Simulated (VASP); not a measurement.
GaNi2O5: single point with PBE

The system is GaNi2O5.

```xyz
16
Lattice="1.7874 -4.9438 0.0000 1.7874 4.9438 0.0000 0.0000 0.0000 10.9658" Properties=species:S:1:pos:R:3 pbc="T T T"
Ga    1.7874    4.1117    8.2244
Ga    1.7874   -4.1117    2.7415
Ni    1.7874   -2.7880    9.8870
Ni    1.7874   -2.7880    6.5617
Ni    1.7874    2.7880    1.0788
Ni    1.7874    2.7880    4.4041
O     1.7874   -4.5486    9.6135
O     1.7874   -4.5486    6.8352
O     1.7874   -1.7563    8.2244
O     1.7874    2.6451   10.0478
O     1.7874    2.6451    6.4009
O     1.7874    4.5486    1.3523
O     1.7874    4.5486    4.1306
O     1.7874    1.7563    2.7415
O     1.7874   -2.6451    0.9180
O     1.7874   -2.6451    4.5649
```

```
Program                : VASP 6.6.1
Task                   : single point
Functional             : PBE
Potentials or basis    : VASP PAW PBE potentials, release 64 (Ga_d, Ni, O)
Cutoff                 : 520 eV
k mesh                 : 5 × 5 × 2
Occupations            : gaussian, width 0.2 eV
Spin                   : collinear spin, ferromagnetic start
Starting moments       : [0.0, 0.0, 2.0, 2.0, 2.0, 2.0, 0.0, 0.0, 0.0, 0.0, 0.0, 0.0, 0.0, 0.0, 0.0, 0.0] μB
Dipole correction      : no
Further INCAR settings : LREAL = Auto; ALGO = Normal; EDIFF = 1e-07; NBANDS = 81
```

| Property | Result |
| --- | --- |
| Pressure | 0.7 GPa |
| Largest force | 0.098 eV/Å |
| Net moment | 6.70 μB per cell |
| Site moments | Ga +0.02; Ni +0.91; O +0.47, +0.10, +0.11 (each value once) μB |
| Valence electrons inside the program's atomic spheres | Ga 11.62; Ni 9.28; O 4.93, 4.99, 4.95 (each value once) |

Forces on the atoms (eV/Å):
```
Ga   0.000 -0.074  0.000
Ga   0.000  0.074  0.000
Ni   0.000  0.093  0.032
Ni   0.000  0.093 -0.032
Ni   0.000 -0.093 -0.032
Ni   0.000 -0.093  0.032
O    0.000 -0.059  0.027
O    0.000 -0.059 -0.027
O    0.000  0.026  0.000
O    0.000 -0.002  0.014
O    0.000 -0.002 -0.014
O    0.000  0.059 -0.027
O    0.000  0.059  0.027
O    0.000 -0.026  0.000
O    0.000  0.002 -0.014
O    0.000  0.002  0.014
```

Stress tensor (GPa, compression positive):
```
0.73 0.00 0.00
0.00 0.87 0.00
0.00 0.00 0.49
```

Levels at points of the mesh, in eV from the Fermi level:
Spin up:
```
           k point  band 62  band 63  band 64  band 65  band 66  band 67  band 68  band 69  band 70  band 71
(0.00, 0.00, 0.00)    -0.39    -0.34    -0.33    -0.31    -0.28     0.01     0.26     0.36     0.37     2.94
(0.00, 0.00, 0.50)    -0.52    -0.37    -0.37    -0.29    -0.29     0.16     0.16     0.38     0.38     3.40
```
Spin down:
| k point | band 57 | band 58 | band 59 | band 60 | band 61 | band 62 | band 63 | band 64 |
| --- | --- | --- | --- | --- | --- | --- | --- | --- |
| (0.00, 0.00, 0.00) | -0.29 | 0.06 | 0.07 | 0.19 | 0.26 | 0.33 | 0.38 | 0.44 |
| (0.00, 0.00, 0.50) | -0.27 | -0.27 | 0.28 | 0.28 | 0.29 | 0.29 | 0.42 | 0.42 |

Run time: 61 min on 1 thread of Oxide Virtual Turin-like Processor (shared host), peak memory 0.64 GiB.

Caveat: the k points lie up to 0.37 Å⁻¹ apart; semilocal functionals often make such compounds metallic where correlation or magnetic order opens a gap, which also shifts bond lengths. With open d or f shells a metallic result of PBE can be an artefact of self-interaction; +U or a hybrid may open a gap.
